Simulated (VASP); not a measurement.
A run of VASP 6.6.1 is set up as follows.

INCAR

```
SYSTEM = SiGe
PREC     = Accurate       ! precision mode
ENCUT    = 600            ! plane-wave cutoff, eV
EDIFF    = 1E-6           ! SCF threshold, eV
ISMEAR   = 0              ! smearing method
SIGMA    = 0.02           ! smearing width, eV
LREAL    = .FALSE.        ! projectors in reciprocal space
LASPH    = .TRUE.         ! aspherical terms in the spheres
NELM     = 60             ! most SCF steps
ALGO     = Normal         ! electronic algorithm
ISIF     = 3              ! what is computed and relaxed
LWAVE    = .FALSE.        ! write WAVECAR
LCHARG   = .FALSE.        ! write CHGCAR
GGA      = PS             ! functional
IBRION   = 2              ! ionic algorithm
NSW      = 100            ! ionic steps
EDIFFG   = -0.005         ! ionic threshold
```

File KPOINTS:

```
regular mesh
0
G
  12 12 6
  0 0 0
```

File POSCAR:

```
SiGe
1.0
    3.9044512986      0.0000000000      0.0000000000
   -1.9522256493      3.3813540124      0.0000000000
    0.0000000000      0.0000000000      6.4507830000
Si Ge
2 2
Direct
    0.6666666700      0.3333333300      0.8746070000
    0.3333333300      0.6666666700      0.3746070000
    0.6666666700      0.3333333300      0.5003920000
    0.3333333300      0.6666666700      0.0003920000
```

Potentials or basis: VASP PAW PBE potentials, release 64 (Si, Ge_d).

Command:

```sh
$ cat potpaw_PBE.64/Si/POTCAR potpaw_PBE.64/Ge_d/POTCAR > POTCAR
$ mpirun -np 1 vasp_std > vasp.out
```

Task: Estimate the space group after relaxing (to 0.05 Å).

Result: P6_3mc (No. 186).

Task: Predict the band gap on the k mesh.

Result: 0.35 eV, indirect (least direct gap 0.41 eV).

Task: What does it give for the relaxed cell?

Result: a = 3.901 Å, b = 3.901 Å, c = 6.442 Å, α = 90.00°, β = 90.00°, γ = 120.00°.

Task: What does it give for the relaxed volume?

Result: 21.22 Å³/atom.

Final structure:
```
Si Ge
1.0
     3.90051    0.00000    0.00000
    -1.95025    3.37794    0.00000
     0.00000    0.00000    6.44243
Si Ge
2 2
Direct
  0.66667 0.33333 0.87455
  0.33333 0.66667 0.37455
  0.66667 0.33333 0.50044
  0.33333 0.66667 0.00044
```

Caveat: the PAW data sets were made with another functional, which shifts forces and pressure a little. A k mesh can miss the band edges.
